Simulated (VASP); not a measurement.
A run of VASP 6.6.1 is set up as follows.

The input INCAR:

```
SYSTEM = Si
PREC = Accurate
ENCUT = 520
EDIFF = 1E-7
ISMEAR = 1
SIGMA = 0.016
LREAL = .False.
LASPH = .True.
NELM = 60
ALGO = Normal
ISIF = 2
LWAVE = .False.
LCHARG = .True.
GGA = PE
LELF = .True.
LVHAR = .True.
NBANDS = 21
```

KPOINTS

```
regular mesh
0
Gamma
  6 6 6
  0 0 0
```

Contents of POSCAR:

```
Si
1.0
   -3.3360830000      3.3360830000      3.3360830000
    3.3360830000     -3.3360830000      3.3360830000
    3.3360830000      3.3360830000     -3.3360830000
Si
6
Direct
    0.7500000000      0.2500000000      0.5000000000
    0.7500000000      0.5000000000      0.2500000000
    0.5000000000      0.2500000000      0.7500000000
    0.2500000000      0.5000000000      0.7500000000
    0.2500000000      0.7500000000      0.5000000000
    0.5000000000      0.7500000000      0.2500000000
```

Potentials or basis: VASP PAW PBE potentials, release 64 (Si).

Launch:

```sh
$ cat potpaw_PBE.64/Si/POTCAR > POTCAR
$ mpirun -np 1 vasp_std > vasp.out
```

Q: What does it give for the pressure?

A: 1.9 GPa.

Q: Predict the band gap on the k mesh.

A: 0.11 eV, indirect (least direct gap 0.35 eV).

A k mesh can miss the band edges.
